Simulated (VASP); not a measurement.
Wanted: the native input for a VASP 6.6.1 run.

```yaml
Task: single point
Functional: PBE
Potentials_or_basis: VASP PAW PBE potentials, release 64 (Hf_pv, Mo_sv, C)
Cutoff: 520 eV
k_mesh: 8 × 8 × 6
Occupations: fermi-dirac, width 0.05 eV
Spin: no spin polarisation
Dipole_correction: no
Further_INCAR_settings: ALGO = Normal; EDIFF = 1e-06; NBANDS = 24
```

The structure of HfMoC2 lies in POSCAR:

```
HfMoC2
1.0
    3.1262736378      0.0000000000      0.0000000000
    0.0000000000      3.1262736378      0.0000000000
    0.0000000000      0.0000000000      4.3936043497
Hf Mo C
1 1 2
Direct
    0.0000000000      0.0000000000      0.0000000000
    0.5000000000      0.5000000000      0.5000000000
    0.5000000000      0.5000000000      0.0000000000
    0.0000000000      0.0000000000      0.5000000000
```

One way to write it, as run:

INCAR

```
SYSTEM = HfMoC2
  ALGO = Normal
  EDIFF = 1E-6
  ENCUT = 520
  GGA = PE
  ISIF = 2
  ISMEAR = -1
  LASPH = .True.
  LCHARG = .True.
  LELF = .True.
  LREAL = .False.
  LVHAR = .True.
  LWAVE = .False.
  NBANDS = 24
  NELM = 60
  PREC = Accurate
  SIGMA = 0.05
```

KPOINTS

```
k-points
0
Gamma
  8 8 6
  0 0 0
```

Potentials or basis: VASP PAW PBE potentials, release 64 (Hf_pv, Mo_sv, C).

The run is started by

```console
$ cat potpaw_PBE.64/Hf_pv/POTCAR potpaw_PBE.64/Mo_sv/POTCAR potpaw_PBE.64/C/POTCAR > POTCAR
$ mpirun -np 1 vasp_std > vasp.out
```

It gave:

- Pressure: 18.0 GPa
- Band gap on the k mesh: zero (bands 16 and 17 overlap by 2.84 eV)

Caveat: the cell stands under pressure; spin-orbit coupling is left out, which moves the levels of the heavy elements.

Run time: 42 s on 1 thread of Intel(R) Xeon(R) Platinum 8259CL CPU @ 2.50GHz (Skylake/Cascade Lake), on a shared host, peak memory 0.2 GiB.
